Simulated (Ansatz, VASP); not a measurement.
BN: VASP beside Ansatz

```
B N
1.0
     2.54909    0.00000    0.00000
    -1.27454    2.20757    0.00000
     0.00000    0.00000    6.18944
B N
2 2
Direct
  0.33333 0.66667 0.25000
  0.66667 0.33333 0.75000
  0.33333 0.66667 0.75000
  0.66667 0.33333 0.25000
```

Alike in both runs: task single point; functional LDA; k mesh 12 × 12 × 4; occupations gaussian, width 0.05 eV; no spin polarisation.

|  | VASP | Ansatz |
| --- | --- | --- |
| version | VASP 6.6.1 | Ansatz 0.2.0 |
| potentials or method | VASP PAW LDA potentials, release 64 (B, N), cutoff 520 eV | scalar-relativistic, plane waves, PAW |
| valence electrons in the cell | 16 | 16 |

|  | VASP | Ansatz | Ansatz less VASP |
| --- | --- | --- | --- |
| gap on the k mesh at the Fermi level (eV) | 3.85 | 3.86 | +0.011 |
| least direct gap on the mesh (eV) | 4.14 | 4.15 | +0.010 |
| pressure (GPa) | -16.0 | -16.6 | -0.57 |
| traceless stress, the component that is largest in VASP (GPa) | 17.37 | 18.11 | +0.743 |

Ansatz warns that its potentials were made for another functional, while VASP's fit it. LDA's correlation is that of Perdew and Zunger in VASP and of Perdew and Wang (1992) in Ansatz.
